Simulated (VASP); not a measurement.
A run of VASP 6.6.1:

File INCAR:

```
SYSTEM = GaAs
PREC = Accurate
ENCUT = 520
EDIFF = 1E-6
ISMEAR = -1
SIGMA = 0.05
LREAL = .FALSE.
LASPH = .TRUE.
NELM = 60
ALGO = Normal
ISIF = 2
LWAVE = .FALSE.
LCHARG = .FALSE.
GGA = PE
NBANDS = 16
```

Contents of KPOINTS:

```
Automatic mesh
0
G
  11 11 11
  0 0 0
```

POSCAR

```
GaAs
1.0
    0.0000000000      2.8640496607      2.8640496607
    2.8640496607      0.0000000000      2.8640496607
    2.8640496607      2.8640496607      0.0000000000
Ga As
1 1
Direct
    0.0000000000      0.0000000000      0.0000000000
    0.7500000000      0.7500000000      0.7500000000
```

Potentials or basis: VASP PAW PBE potentials, release 64 (Ga_d, As).

The run is started by

```console
$ cat potpaw_PBE.64/Ga_d/POTCAR potpaw_PBE.64/As/POTCAR > POTCAR
$ mpirun -np 1 vasp_std > vasp.out
```

Hardware: 1 thread of Intel(R) Xeon(R) Platinum 8375C CPU @ 2.90GHz (Ice Lake) (shared host).

Task: Estimate the wall time of this run.

Result: Wall time 41 s on 1 thread of Intel(R) Xeon(R) Platinum 8375C CPU @ 2.90GHz (Ice Lake) (shared host), peak memory 0.19 GiB. Counts: scf iterations 12, k points 56.
